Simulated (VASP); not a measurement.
## Al2Ru: single point with PBEsol

Al2Ru:

```
Al Ru
1.0
     0.00000    3.98984    4.39153
     2.35247    0.00000    4.39153
     2.35247    3.98984    0.00000
Al Ru
4 2
Direct
  0.07906 0.42094 0.07906
  0.42094 0.07906 0.42094
  0.17094 0.82906 0.17094
  0.82906 0.17094 0.82906
  0.75000 0.75000 0.75000
  0.50000 0.50000 0.50000
```

```
Program                : VASP 6.6.1
Task                   : single point
Functional             : PBEsol
Potentials or basis    : VASP PAW PBE potentials, release 64 (Al, Ru_pv)
Cutoff                 : 520 eV
k mesh                 : 1 × 1 × 1
Occupations            : gaussian, width 0.01 eV
Spin                   : no spin polarisation
Dipole correction      : no
Further INCAR settings : ALGO = Normal; EDIFF = 1e-06; NBANDS = 29
```

```
Pressure               : 1.9 GPa
Largest force          : 0.512 eV/Å
Band gap on the k mesh : 1.09 eV
```

Forces on the atoms (eV/Å):
```
Al   0.000  0.512  0.000
Al   0.000 -0.512  0.000
Al   0.000 -0.512  0.000
Al   0.000  0.512  0.000
Ru   0.000  0.000  0.000
Ru   0.000  0.000  0.000
```

Stress tensor (GPa, compression positive):
```
-4.01  0.00  0.00
 0.00 18.77  0.00
 0.00  0.00 -9.06
```

Levels at points of the mesh, in eV from the valence-band top:
```tsv
k point	band 16	band 17	band 18	band 19	band 20	band 21	band 22	band 23	band 24	band 25
(0.00, 0.00, 0.00)	-3.30	-2.52	-2.10	-1.40	0.00	1.09	1.85	1.87	1.91	2.11
```

Run time: 6.1 s on 1 thread of AMD EPYC 9R45 96-Core Processor (Zen 5) (shared host), peak memory 0.19 GiB.

Caveat: the k points lie up to 1.71 Å⁻¹ apart; the PAW data sets were made with another functional, which shifts forces and pressure a little. A k mesh can miss the band edges.
